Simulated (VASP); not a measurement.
CdF2, 3 atoms in the cell. It takes space group I4/mmm (No. 139, tetragonal). The conventional cell has a = 3.928 Å, b = 3.928 Å, c = 5.667 Å, α = 90.00°, β = 90.00°, γ = 90.00°. Cd (site symmetry 4/mmm) has 8 F at 2.42 Å within 3.2 Å. Within 3.2 Å of F (site symmetry -4m2) lie 4 Cd at 2.42 Å and 6 F at 2.78 to 2.83 Å.  This cell differs from its parent crystal: volume 14.568 Å^3 an atom, c/a of the conventional cell 1.0202.

* Program: VASP 6.6.1
* Task: single point
* Functional: PBEsol
* Potentials or basis: VASP PAW PBE potentials, release 64 (Cd, F)
* Cutoff: 520 eV
* k mesh: 8 × 8 × 8
* Occupations: gaussian, width 0.05 eV
* Spin: no spin polarisation
* Dipole correction: no
* Further INCAR settings: ALGO = Normal; EDIFF = 1e-06; NBANDS = 20

Potentials or basis: VASP PAW PBE potentials, release 64 (Cd, F).

Command:

```console
$ cat potpaw_PBE.64/Cd/POTCAR potpaw_PBE.64/F/POTCAR > POTCAR
$ mpirun -np 1 vasp_std > vasp.out
```

Hardware: 1 thread of Intel Xeon 8259CL, with other jobs on the host.

Q: How long does it take, and how much memory?

A: It took 100 s on 1 thread of Intel Xeon 8259CL, on a shared host, peak memory 0.2 GiB. Counts: scf iterations 14, k points 59.
